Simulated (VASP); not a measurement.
Cu3HAu: single point with PBE

Crystal: Cu3HAu.

```
CELL_PARAMETERS angstrom
3.77979 0.00000 0.00000
0.00000 3.77979 0.00000
0.00000 0.00000 3.77979
ATOMIC_POSITIONS crystal
Cu 0.00000 0.50000 0.50000
Cu 0.50000 0.00000 0.50000
Cu 0.50000 0.50000 0.00000
Au 0.00000 0.00000 0.00000
H 0.50000 0.50000 0.50000
```

```
Program             : VASP 6.6.1
Task                : single point
Functional          : PBE
Potentials or basis : VASP PAW PBE potentials, release 64 (Cu, Au, H)
Cutoff              : 520 eV
k mesh              : 6 × 6 × 6
Occupations         : gaussian, width 0.1 eV
Spin                : no spin polarisation
```

```yaml
Pressure: 7.3 GPa
```

Levels at points of the mesh, in eV from the Fermi level:
| k point | band 20 | band 21 | band 22 | band 23 | band 24 | band 25 |
| --- | --- | --- | --- | --- | --- | --- |
| (0.00, 0.00, 0.00) | -1.58 | -1.58 | 0.68 | 0.68 | 0.68 | 2.46 |
| (0.50, 0.00, 0.00) | -2.19 | -1.89 | -1.59 | 3.37 | 5.46 | 5.46 |
| (0.50, 0.50, 0.00) | -2.46 | -1.08 | -0.93 | -0.93 | -0.63 | 6.80 |
| (0.50, 0.50, 0.50) | -1.84 | -1.84 | -1.19 | -1.19 | -1.19 | 2.18 |

Run time: 31 s on 1 thread of Oxide Virtual Turin-like Processor, with other jobs on the host, peak memory 0.14 GiB.

Caveat: spin-orbit coupling is left out, which moves the levels of the heavy elements.
